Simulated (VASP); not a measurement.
A run of VASP 6.6.1 is set up as follows.

Contents of INCAR:

```
SYSTEM = PbO2
ALGO = Normal ; EDIFF = 1E-6
ENCUT = 520 ; GGA = PS
ISIF = 2 ; ISMEAR = -1
LASPH = .True. ; LCHARG = .False.
LREAL = .False. ; LWAVE = .False.
NBANDS = 35 ; NELM = 80
PREC = Accurate ; SIGMA = 0.05
```

KPOINTS

```
k-points
0
Gamma
  5 5 6
  0 0 0
```

The input POSCAR:

```
PbO2
1.0
    4.6369574270      0.0000000000      0.0000000000
    0.0000000000      4.6369574270      0.0000000000
    0.0000000000      0.0000000000      3.3874471396
Pb O
2 4
Direct
    0.5000000000      0.5000000000      0.5000000000
    0.0000000000      0.0000000000      0.0000000000
    0.6918318166      0.6918318166      0.0000000000
    0.8081681834      0.1918318166      0.5000000000
    0.1918318166      0.8081681834      0.5000000000
    0.3081681834      0.3081681834      0.0000000000
```

Potentials or basis: VASP PAW PBE potentials, release 64 (Pb_d, O).

Run with:

```sh
$ cat potpaw_PBE.64/Pb_d/POTCAR potpaw_PBE.64/O/POTCAR > POTCAR
$ mpirun -np 1 vasp_std > vasp.out
```

Question: What does it give for the largest force?

Answer: 0.004 eV/Å.

Question: What does it give for the pressure?

Answer: 30.4 GPa.

Question: Predict the band gap on the k mesh.

Answer: Zero (bands 26 and 27 overlap by 0.12 eV).

Forces on the atoms (eV/Å):
```
Pb   0.000  0.000  0.000
Pb   0.000  0.000  0.000
O    0.003  0.003  0.000
O   -0.003  0.003  0.000
O    0.003 -0.003  0.000
O   -0.003 -0.003  0.000
```

Caveat: the cell stands under pressure; semilocal functionals underestimate gaps, so a narrow gap can read as zero; the PAW data sets were made with another functional, which shifts forces and pressure a little; spin-orbit coupling is left out, which moves the levels of the heavy elements.
